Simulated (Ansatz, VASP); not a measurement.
# Al3B2As in VASP and in Ansatz

Contents of INCAR:

```
PREC = Accurate
ENCUT = 520
EDIFF = 1E-6
ISMEAR = 0
SIGMA = 0.1
LREAL = F
LASPH = T
NELM = 80
ALGO = Normal
ISIF = 2
LWAVE = F
LCHARG = F
GGA = PE
NBANDS = 19
```

Contents of KPOINTS:

```
regular mesh
0
Gamma
  6 6 2
```

File POSCAR:

```
Al3B2As
1.0
    3.6123177900      0.0000000000      0.0000000000
   -1.8061588900      3.1283589700      0.0000000000
    0.0000000000      0.0000000000      8.4039870800
Al B As
3 2 1
Direct
    0.3333333300      0.6666666700      0.5000000000
    0.6666666700      0.3333333300      0.5000000000
    0.0000000000      0.0000000000      0.0000000000
    0.0000000000      0.0000000000      0.7142976500
    0.0000000000      0.0000000000      0.2857023500
    0.0000000000      0.0000000000      0.5000000000
```

Input for Ansatz:

```yaml
crystal:
  lattice:
    - [3.61231779, 0.0, 0.0]
    - [-1.80615889, 3.12835897, 0.0]
    - [0.0, 0.0, 8.40398708]
  atoms:
    - { symbol: Al, position: [0.33333333, 0.66666667, 0.5] }
    - { symbol: Al, position: [0.66666667, 0.33333333, 0.5] }
    - { symbol: Al, position: [0.0, 0.0, 0.0] }
    - { symbol: B, position: [0.0, 0.0, 0.71429765] }
    - { symbol: B, position: [0.0, 0.0, 0.28570235] }
    - { symbol: As, position: [0.0, 0.0, 0.5] }
basis:
  ecutwfc: 420
kpoints:
  mp_grid: { grid: [6, 6, 2] }
hamiltonian:
  xc: pbe
scf:
  occupations: { method: gaussian, width: 0.1 }
  lower_state_search: "off"
output:
  forces: true
  stress: true
  eigenvalues: true
```

Alike in both runs: task single point; functional PBE; k mesh 6 × 6 × 2; occupations gaussian, width 0.1 eV; no spin polarisation.

|  | VASP | Ansatz |
| --- | --- | --- |
| version | VASP 6.6.1 | Ansatz 0.2.0 |
| potentials or method | VASP PAW PBE potentials, release 64 (Al, B, As), cutoff 520 eV | scalar-relativistic, plane waves, PAW |
| valence electrons in the cell | 20 | 30 |

Ansatz gave:

| Property | Result |
| --- | --- |
| gap on the k mesh at the Fermi level (eV) | none |
| rms of the force components (eV/Å) | 1.798 |

Problem. What did VASP give for the same quantities?

Solution. gap on the k mesh at the Fermi level (eV): none; rms of the force components (eV/Å): 1.885.

Atom by atom the forces differ by 0.087 eV/Å (rms over components). A gap of «none» marks a metal or a gap that the smearing closes. VASP's potentials hold 20 valence electrons a cell and Ansatz's 30, so a difference there can come from the potentials and not from the codes.

The k mesh is coarse, so the values compare programs but aren't converged.
